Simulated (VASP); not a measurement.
# AlGa3N4 (R3m) in VASP: a series of runs, part 2 of 2

VASP 6.6.1. The steps go on from the part before.

### 3 Single point, LDA (9.98 Å³/atom)

Contents of INCAR:

```
PREC = Accurate
ENCUT = 520
EDIFF = 1E-7
ISMEAR = 0
SIGMA = 0.05
LREAL = False
LASPH = True
NELM = 60
ALGO = Normal
ISIF = 2
LWAVE = False
LCHARG = False
GGA = CA
NBANDS = 41
```

Contents of KPOINTS:

```
Automatic mesh
0
Gamma
  6 6 6
```

Contents of POSCAR:

```
AlGa3N4
1.0
    4.3093434991     -0.1287033589     -0.1287033589
   -0.1287033589      4.3093434991     -0.1287033589
   -0.1287033589     -0.1287033589      4.3093434991
Al Ga N
1 3 4
Direct
    0.0000000000      0.0000000000      0.0000000000
    0.5000000000      0.5000000000      0.0000000000
    0.5000000000      0.0000000000      0.5000000000
    0.0000000000      0.5000000000      0.5000000000
    0.7548078379      0.7548078379      0.2451921621
    0.7548078379      0.2451921621      0.7548078379
    0.2451921621      0.7548078379      0.7548078379
    0.2451921621      0.2451921621      0.2451921621
```

Potentials or basis: VASP PAW LDA potentials, release 64 (Al, Ga_d, N).

Launch:

```
$ cat potpaw_LDA.64/Al/POTCAR potpaw_LDA.64/Ga_d/POTCAR potpaw_LDA.64/N/POTCAR > POTCAR
$ mpirun -np 1 vasp_std > vasp.out
```

Run time: 62 s. Hardware: 1 thread of AMD EPYC 9R45 (Zen 5), shared host; peak memory 0.18 GiB.

Results (log left out):

| Item | Value |
| --- | --- |
| Free energy | -56.9262 eV |
| Pressure | 24.9 GPa |
| Largest force | 2.113 eV/Å |
| Band gap on the k mesh | 2.73 eV |

Forces in eV/Å, atoms in the order of the input:
```
Al  -1.182 -1.182 -1.182
Ga  -1.247 -1.247 -1.161
Ga  -1.247 -1.161 -1.247
Ga  -1.161 -1.247 -1.247
N    1.264  1.264  1.089
N    1.264  1.089  1.264
N    1.089  1.264  1.264
N    1.220  1.220  1.220
```

Stress tensor (GPa, compression positive):
```
24.86 18.30 18.30
18.30 24.86 18.30
18.30 18.30 24.86
```

Levels at points of the mesh, in eV from the valence-band top:
| k point | band 29 | band 30 | band 31 | band 32 | band 33 | band 34 |
| --- | --- | --- | --- | --- | --- | --- |
| (0.00, 0.00, 0.00) | -0.35 | -0.35 | 0.00 | 2.73 | 3.06 | 3.08 |
| (0.50, 0.00, 0.00) | -1.90 | -1.60 | -1.24 | 4.94 | 5.01 | 6.00 |
| (0.50, 0.50, 0.00) | -1.42 | -1.08 | -0.82 | 6.73 | 6.93 | 7.31 |
| (0.50, 0.50, 0.50) | -0.85 | -0.80 | -0.80 | 4.87 | 5.70 | 5.70 |

Caveat: the cell stands under pressure; forces of over 1 eV/Å act on the atoms, so gaps and moduli don't describe the material at rest.

### 4 Single point, LDA (9.98 Å³/atom)

Contents of INCAR:

```
SYSTEM = AlGa3N4
ALGO     = Normal         ! electronic algorithm
EDIFF    = 1E-6           ! SCF threshold, eV
ENCUT    = 520            ! plane-wave cutoff, eV
GGA      = CA             ! functional
ISIF     = 2              ! what is computed and relaxed
ISMEAR   = 0              ! smearing method
LASPH    = .TRUE.         ! aspherical terms in the spheres
LCHARG   = .FALSE.        ! write CHGCAR
LREAL    = .FALSE.        ! projectors in reciprocal space
LWAVE    = .FALSE.        ! write WAVECAR
NBANDS   = 41             ! bands
NELM     = 60             ! most SCF steps
PREC     = Accurate       ! precision mode
SIGMA    = 0.05           ! smearing width, eV
```

Contents of KPOINTS:

```
k-points
0
G
  6 6 6
  0 0 0
```

Changes to POSCAR since step 3:

```diff
@@ -2,5 +2,5 @@
 1.0
-    4.3093434991     -0.1287033589     -0.1287033589
-   -0.1287033589      4.3093434991     -0.1287033589
-   -0.1287033589     -0.1287033589      4.3093434991
+    4.3064128165      0.0657305747      0.0657305747
+    0.0657305747      4.3064128165      0.0657305747
+    0.0657305747      0.0657305747      4.3064128165
 Al Ga N
```

Launch:

```
$ cat potpaw_LDA.64/Al/POTCAR potpaw_LDA.64/Ga_d/POTCAR potpaw_LDA.64/N/POTCAR > POTCAR
$ mpirun -np 1 vasp_std > vasp.out
```

Wall time 56 s (1 thread of AMD EPYC 9R45 (Zen 5), shared host); peak memory 0.18 GiB.

The run converged. Its results:

- Free energy: -57.5478 eV
- Pressure: 22.4 GPa
- Largest force: 0.808 eV/Å
- Band gap on the k mesh: 3.01 eV

Forces on the atoms (eV/Å):
```
Al   0.381  0.381  0.381
Ga   0.401  0.401  0.388
Ga   0.401  0.388  0.401
Ga   0.388  0.401  0.401
N   -0.347 -0.347 -0.410
N   -0.347 -0.410 -0.347
N   -0.410 -0.347 -0.347
N   -0.466 -0.466 -0.466
```

Stress tensor (GPa, compression positive):
```
22.43 -8.04 -8.04
-8.04 22.43 -8.04
-8.04 -8.04 22.43
```

Levels at points of the mesh, in eV from the valence-band top:
```
           k point  band 29  band 30  band 31  band 32  band 33  band 34
(0.00, 0.00, 0.00)    -0.25     0.00     0.00     3.01     3.29     3.29
(0.50, 0.00, 0.00)    -1.62    -1.59    -1.25     5.20     5.27     6.25
(0.50, 0.50, 0.00)    -1.21    -1.04    -0.76     7.20     7.43     7.48
(0.50, 0.50, 0.50)    -0.88    -0.70    -0.70     5.51     5.51     5.89
```

Caveat: the cell stands under pressure.

### 5 Single point, LDA (9.98 Å³/atom)

Contents of INCAR:

```
SYSTEM = AlGa3N4
PREC     = Accurate       ! precision mode
ENCUT    = 520            ! plane-wave cutoff, eV
EDIFF    = 1E-7           ! SCF threshold, eV
ISMEAR   = 0              ! smearing method
SIGMA    = 0.05           ! smearing width, eV
LREAL    = .False.        ! projectors in reciprocal space
LASPH    = .True.         ! aspherical terms in the spheres
NELM     = 100            ! most SCF steps
ALGO     = Normal         ! electronic algorithm
ISIF     = 2              ! what is computed and relaxed
LWAVE    = .False.        ! write WAVECAR
LCHARG   = .False.        ! write CHGCAR
NBANDS   = 41             ! bands
```

Contents of KPOINTS:

```
Automatic mesh
0
Gamma
  6 6 6
  0 0 0
```

Changes to POSCAR since step 4:

```diff
@@ -2,5 +2,5 @@
 1.0
-    4.3064128165      0.0657305747      0.0657305747
-    0.0657305747      4.3064128165      0.0657305747
-    0.0657305747      0.0657305747      4.3064128165
+    4.3144662870      0.2004878810      0.2004878810
+    0.2004878810      4.3144662870      0.2004878810
+    0.2004878810      0.2004878810      4.3144662870
 Al Ga N
```

Launch:

```
$ cat potpaw_LDA.64/Al/POTCAR potpaw_LDA.64/Ga_d/POTCAR potpaw_LDA.64/N/POTCAR > POTCAR
$ mpirun -np 1 vasp_std > vasp.out
```

Wall time 73 s (1 thread of Intel Xeon Platinum 8488C (Sapphire Rapids), shared host); peak memory 0.2 GiB.

Results (log left out):

- Free energy: -56.1557 eV
- Pressure: 27.8 GPa
- Largest force: 1.770 eV/Å
- Band gap on the k mesh: 2.18 eV

Forces in eV/Å, atoms in the order of the input:
```
Al   0.851  0.851  0.851
Ga   0.880  0.880  0.894
Ga   0.880  0.894  0.880
Ga   0.894  0.880  0.880
N   -0.806 -0.806 -0.871
N   -0.806 -0.871 -0.806
N   -0.871 -0.806 -0.806
N   -1.022 -1.022 -1.022
```

Stress tensor (GPa, compression positive):
```
 27.77 -22.27 -22.27
-22.27  27.77 -22.27
-22.27 -22.27  27.77
```

Levels at points of the mesh, in eV from the valence-band top:
| k point | band 29 | band 30 | band 31 | band 32 | band 33 | band 34 |
| --- | --- | --- | --- | --- | --- | --- |
| (0.00, 0.00, 0.00) | -0.87 | 0.00 | 0.00 | 2.18 | 2.85 | 2.85 |
| (0.50, 0.00, 0.00) | -2.13 | -1.47 | -1.09 | 4.62 | 4.64 | 5.76 |
| (0.50, 0.50, 0.00) | -1.51 | -1.03 | -0.78 | 6.42 | 6.42 | 6.68 |
| (0.50, 0.50, 0.50) | -1.10 | -0.48 | -0.48 | 4.80 | 4.80 | 5.55 |

Caveat: the cell stands under pressure; forces of over 1 eV/Å act on the atoms, so gaps and moduli don't describe the material at rest.

### 6 Single point, LDA (9.98 Å³/atom)

Contents of INCAR:

```
SYSTEM = AlGa3N4
PREC = Accurate ; ENCUT = 520
EDIFF = 1E-6 ; ISMEAR = 0
SIGMA = 0.05 ; LREAL = .FALSE.
LASPH = .TRUE. ; NELM = 60
ALGO = Normal ; ISIF = 2
LWAVE = .FALSE. ; LCHARG = .FALSE.
NBANDS = 41
```

Contents of KPOINTS:

```
regular mesh
0
G
  6 6 6
  0 0 0
```

Changes to POSCAR since step 5:

```diff
@@ -2,5 +2,5 @@
 1.0
-    4.3144662870      0.2004878810      0.2004878810
-    0.2004878810      4.3144662870      0.2004878810
-    0.2004878810      0.2004878810      4.3144662870
+    4.3064058257     -0.0648401486     -0.0648401486
+   -0.0648401486      4.3064058257     -0.0648401486
+   -0.0648401486     -0.0648401486      4.3064058257
 Al Ga N
```

Potentials or basis: VASP PAW LDA potentials, release 64 (Al, Ga_d, N).

Launch:

```
$ cat potpaw_LDA.64/Al/POTCAR potpaw_LDA.64/Ga_d/POTCAR potpaw_LDA.64/N/POTCAR > POTCAR
$ mpirun -np 1 vasp_std > vasp.out
```

Wall time 65 s (1 thread of Intel Xeon Platinum 8488C (Sapphire Rapids), shared host); peak memory 0.21 GiB.

It converged, with:

```
Free energy            : -57.5365 eV
Pressure               : 22.5 GPa
Largest force          : 0.923 eV/Å
Band gap on the k mesh : 2.98 eV
```

Forces on the atoms (eV/Å):
```
Al  -0.511 -0.511 -0.511
Ga  -0.540 -0.540 -0.508
Ga  -0.540 -0.508 -0.540
Ga  -0.508 -0.540 -0.540
N    0.571  0.571  0.449
N    0.571  0.449  0.571
N    0.449  0.571  0.571
N    0.511  0.511  0.511
```

Stress tensor (GPa, compression positive):
```
22.49  8.76  8.76
 8.76 22.49  8.76
 8.76  8.76 22.49
```

Levels at points of the mesh, in eV from the valence-band top:
```tsv
k point	band 27	band 28	band 29	band 30	band 31	band 32	band 33	band 34	band 35	band 36
(0.00, 0.00, 0.00)	-2.72	-2.70	-0.20	-0.20	0.00	2.98	3.24	3.27	3.27	6.94
(0.50, 0.00, 0.00)	-2.97	-1.99	-1.67	-1.64	-1.30	5.15	5.23	6.21	6.24	8.37
(0.50, 0.50, 0.00)	-3.44	-1.29	-1.26	-1.09	-0.81	7.14	7.27	7.56	7.59	7.72
(0.50, 0.50, 0.50)	-1.03	-1.03	-0.83	-0.82	-0.82	5.31	5.74	5.74	6.87	9.29
```

Caveat: the cell stands under pressure. A k mesh can miss the band edges.

### 7 Overview

```tsv
cell	gap on the mesh (eV)	pressure (GPa)	largest force (eV/Å)
a = 4.338 Å, angles 82.7°, 8 atoms	1.52	32.0	2.07
a = 4.313 Å, angles 93.4°, 8 atoms	2.73	24.9	2.11
a = 4.307 Å, angles 88.2°, 8 atoms	3.01	22.4	0.81
a = 4.324 Å, angles 84.6°, 8 atoms	2.18	27.8	1.77
a = 4.307 Å, angles 91.7°, 8 atoms	2.98	22.5	0.92
```

Alike in all rows: task single point; level LDA; potentials or basis VASP PAW LDA potentials, release 64 (Al, Ga_d, N); no spin polarisation; k mesh 6 × 6 × 6; cutoff (eV) 520; smearing gaussian 0.05 eV.

Caveats: the cell stands under pressure; forces of over 1 eV/Å act on the atoms, so gaps and moduli don't describe the material at rest (at least some runs).

Absolute energies hang on the potentials; compare differences alone.
